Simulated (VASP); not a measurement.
A run of VASP 6.6.1:

INCAR

```
  PREC = Accurate
  ENCUT = 600
  EDIFF = 1E-6
  ISMEAR = 0
  SIGMA = 0.15
  LREAL = F
  LASPH = T
  NELM = 120
  ALGO = Normal
  ISIF = 2
  LWAVE = F
  LCHARG = F
  GGA = PE
  NBANDS = 24
  GGA_COMPAT = F
```

File KPOINTS:

```
Automatic mesh
0
Gamma
  3 3 2
```

Contents of POSCAR:

```
KMgF3
1.0
    3.5436000708     -0.0000000025      0.0000000000
   -1.7718000332      3.0688476835      0.0000000000
    0.0000000000      0.0000000000      6.6360918119
K Mg F
1 1 3
Direct
    0.6666666667      0.3333333333      0.7915203643
    0.3333333333      0.6666666667      0.2774342003
    0.0000000000      0.0000000000      0.0616103847
    0.6666666667      0.3333333333      0.2999708453
    0.3333333333      0.6666666667      0.5694642053
```

Potentials or basis: VASP PAW PBE potentials, release 64 (K_sv, Mg, F).

Launch:

```console
$ cat potpaw_PBE.64/K_sv/POTCAR potpaw_PBE.64/Mg/POTCAR potpaw_PBE.64/F/POTCAR > POTCAR
$ mpirun -np 1 vasp_std > vasp.out
```

Hardware: 1 thread of Intel(R) Xeon(R) Platinum 8488C (Sapphire Rapids), on a shared host.

Q: Estimate the wall time of this run.

A: It took 14 s on 1 thread of Intel(R) Xeon(R) Platinum 8488C (Sapphire Rapids), with other jobs on the host, peak memory 0.19 GiB. Counts: scf iterations 14, k points 6.
